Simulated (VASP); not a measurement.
# Eu (Im-3m) in VASP: further runs, part 3 of 3

VASP 6.6.1. Earlier steps stand in the parts before.

### 4 Single point, LDA, collinear spin, ferromagnetic start (volume scaled by 1.06)

INCAR reads:

```
SYSTEM = Eu
PREC = Accurate
ENCUT = 520
EDIFF = 1E-6
ISMEAR = -1
SIGMA = 0.05
LREAL = .FALSE.
LASPH = .TRUE.
NELM = 150
ALGO = Fast
ISIF = 2
LWAVE = .FALSE.
LCHARG = .FALSE.
ISPIN = 2
MAGMOM = 7
LORBIT = 11
LMAXMIX = 6
GGA = CA
NBANDS = 18
```

KPOINTS reads:

```
regular mesh
0
G
  8 8 8
  0 0 0
```

POSCAR reads:

```
Eu
1.0
   -2.3481683300      2.3481683300      2.3481683300
    2.3481683300     -2.3481683300      2.3481683300
    2.3481683300      2.3481683300     -2.3481683300
Eu
1
Direct
    0.0000000000      0.0000000000      0.0000000000
```

Potentials or basis: VASP PAW PBE potentials, release 64 (Eu).

Run with:

```bash
cat potpaw_PBE.64/Eu/POTCAR > POTCAR
mpirun -np 1 vasp_std > vasp.out
```

OUTCAR:

```text
SYSTEM = Eu
   PREC = Accurate
   ENCUT = 520
   EDIFF = 1E-6
   ISMEAR = -1
   LREAL = .FALSE.
   LASPH = .TRUE.
   NELM = 150
   ISIF = 2
   ISPIN = 2
   LORBIT = 11
   GGA = CA

 ion  position               nearest neighbor table
   1  0.000  0.000  0.000-

  LATTYP: Found a body centered cubic cell.
 ALAT       =     4.6963366600

  Lattice vectors:

 A1 = (  -2.3481683300,   2.3481683300,   2.3481683300)
 A2 = (   2.3481683300,  -2.3481683300,   2.3481683300)
 A3 = (   2.3481683300,   2.3481683300,  -2.3481683300)

Analysis of symmetry for initial positions (statically):
=====================================================================
 Subroutine PRICEL returns:
 Original cell was already a primitive cell.

 Routine SETGRP: Setting up the symmetry group for a
 body centered cubic supercell.

 Subroutine GETGRP returns: Found 48 space group operations
 (whereof 48 operations were pure point group operations)
 out of a pool of 48 trial point group operations.

The static configuration has the point symmetry O_h .

Analysis of symmetry for dynamics (positions and initial velocities):
=====================================================================
 Subroutine PRICEL returns:
 Original cell was already a primitive cell.

 Routine SETGRP: Setting up the symmetry group for a
 body centered cubic supercell.

 Subroutine GETGRP returns: Found 48 space group operations
 (whereof 48 operations were pure point group operations)
 out of a pool of 48 trial point group operations.

The dynamic configuration has the point symmetry O_h .

Analysis of structural, dynamic, and magnetic symmetry:
=====================================================================
 Subroutine PRICEL returns:
 Original cell was already a primitive cell.

 Routine SETGRP: Setting up the symmetry group for a
 body centered cubic supercell.

 Subroutine GETGRP returns: Found 48 space group operations
 (whereof 48 operations were pure point group operations)
 out of a pool of 48 trial point group operations.

The overall configuration has the point symmetry O_h .

 Subroutine INISYM returns: Found 48 space group operations
[... 131 lines left out ...]
   NGX = 15   NGY = 15   NGZ = 15

 number of electron      16.9999992 magnetization       7.2745991

 Free energy of the ion-electron system (eV)
  ---------------------------------------------------
  ext. energy  EPLUGINS =         0.00000000
  ---------------------------------------------------
  free energy    TOTEN  =       -11.11471042 eV

  energy without entropy =      -11.10160249  energy(sigma->0) =      -11.10815646

 E-fermi :   1.1622     XC(G=0):  -8.2908

 val. band max:        1.1071459566   @ k =  -0.3750  -0.3750   0.1250
 cond. band min:       1.1714464610   @ k =   0.5000   0.5000   0.2500
 fundamental gap:      0.0643005044
 Fermi energy:         1.1622119861

 spin component 1

 k-point     1 :       0.0000    0.0000    0.0000
  band No.  band energies     occupation
      1     -40.3964      1.00000
      2     -19.2180      1.00000
      3     -19.2180      1.00000
      4     -19.2180      1.00000
      5      -2.8446      1.00000
      6       0.6515      0.99996
[... 493 lines left out ...]
     17       4.8160      0.00000
     18       7.7954      0.00000

 [... further k-points ...]

 spin component 2

 k-point     1 :       0.0000    0.0000    0.0000
  band No.  band energies     occupation
      1     -37.5437      1.00000
      2     -17.0433      1.00000
      3     -17.0433      1.00000
      4     -17.0433      1.00000
      5      -2.3038      1.00000
      6       3.5691      0.00000
[... 493 lines left out ...]
     17       6.0676      0.00000
     18       8.7870      0.00000

 [... further k-points ...]

------------------------ aborting loop because EDIFF is reached ----------------------------------------

  FORCE on cell =-STRESS in cart. coord.  units (eV):
  Direction    XX          YY          ZZ          XY          YZ          ZX
  --------------------------------------------------------------------------------------
  -------------------------------------------------------------------------------------
  Total       -1.3287136     -1.3287136     -1.3287136      0.0000000      0.0000000     -0.0000000
  in kB      -41.1049651    -41.1049651    -41.1049651      0.0000000      0.0000000     -0.0000000
  external PRESSURE =     -41.1049651 kB  Pullay stress =       0.0000000 kB

 VOLUME and BASIS-vectors are now :
 -----------------------------------------------------------------------------
  energy-cutoff  :      520.00
  volume of cell :       51.79
      direct lattice vectors                 reciprocal lattice vectors
    -2.348168330  2.348168330  2.348168330     0.000000000  0.212931924  0.212931924
     2.348168330 -2.348168330  2.348168330     0.212931924  0.000000000  0.212931924
     2.348168330  2.348168330 -2.348168330     0.212931924  0.212931924  0.000000000

 POSITION                                       TOTAL-FORCE (eV/Angst)
 -----------------------------------------------------------------------------------
      0.00000      0.00000      0.00000        -0.000000     -0.000000      0.000000
 -----------------------------------------------------------------------------------
    total drift:                               -0.000000     -0.000000      0.000000

  FREE ENERGIE OF THE ION-ELECTRON SYSTEM (eV)
  ---------------------------------------------------
  free  energy   TOTEN  =       -11.1147104248 eV

  energy  without entropy=      -11.1016024918  energy(sigma->0) =      -11.10815646

 total charge

# of ion       s       p       d       f       tot
--------------------------------------------------
    1        2.075   5.661   0.219   6.700  14.655

 magnetization (x)

# of ion       s       p       d       f       tot
--------------------------------------------------
    1       -0.002  -0.080   0.100   6.698   6.717
```

Wall time 84 s (1 thread of Intel Xeon Platinum 8559C (Emerald Rapids), shared host); peak memory 0.19 GiB.

Results:

```
Free energy                                           : -11.1147 eV
Pressure                                              : -4.1 GPa
Net moment                                            : 7.27 μB per cell
Site moments                                          : Eu +6.72 μB
Valence electrons inside the program's atomic spheres : Eu 14.65
```

Levels at points of the mesh, in eV from the Fermi level:
Spin up:
| k point | band 10 | band 11 | band 12 | band 13 | band 14 | band 15 |
| --- | --- | --- | --- | --- | --- | --- |
| (0.00, 0.00, 0.00) | -0.39 | -0.39 | -0.36 | 1.55 | 1.56 | 1.56 |
| (0.50, 0.00, 0.00) | -0.41 | -0.40 | -0.38 | 0.46 | 0.48 | 2.79 |
| (0.50, 0.50, 0.50) | -0.48 | -0.38 | -0.38 | -0.38 | 4.01 | 4.09 |
Spin down:
```
           k point  band 2  band 3  band 4  band 5  band 6  band 7  band 8  band 9
(0.00, 0.00, 0.00)  -18.21  -18.21  -18.21   -3.47    2.41    2.41    2.41    3.66
(0.50, 0.00, 0.00)  -18.50  -18.30  -18.21   -0.90    1.00    1.21    3.60    3.74
(0.50, 0.50, 0.50)  -18.41  -18.41  -18.41   -0.08   -0.08    3.48    3.48    3.48
```

Caveat: the PAW data sets were made with another functional, which shifts forces and pressure a little; spin-orbit coupling is left out, which moves the levels of the heavy elements.

### 5 Summary

| cell | gap on the mesh (eV) | pressure (GPa) | moment (μB) |
| --- | --- | --- | --- |
| a = 4.015 Å, angles 109.5°, 1 atom | none | -3.8 | 7.25 |
| a = 4.041 Å, angles 109.5°, 1 atom | none | -4.0 | 7.26 |
| a = 4.067 Å, angles 109.5°, 1 atom | none | -4.1 | 7.27 |

Alike in all rows: task single point; level LDA; potentials or basis VASP PAW PBE potentials, release 64 (Eu); spin collinear, ferromagnetic start; k mesh 8 × 8 × 8; cutoff (eV) 520; smearing fermi-dirac 0.05 eV.

Caveats: the PAW data sets were made with another functional, which shifts forces and pressure a little; spin-orbit coupling is left out, which moves the levels of the heavy elements.

Total energies depend on the potentials used, so only differences within one code and one set of settings carry meaning.
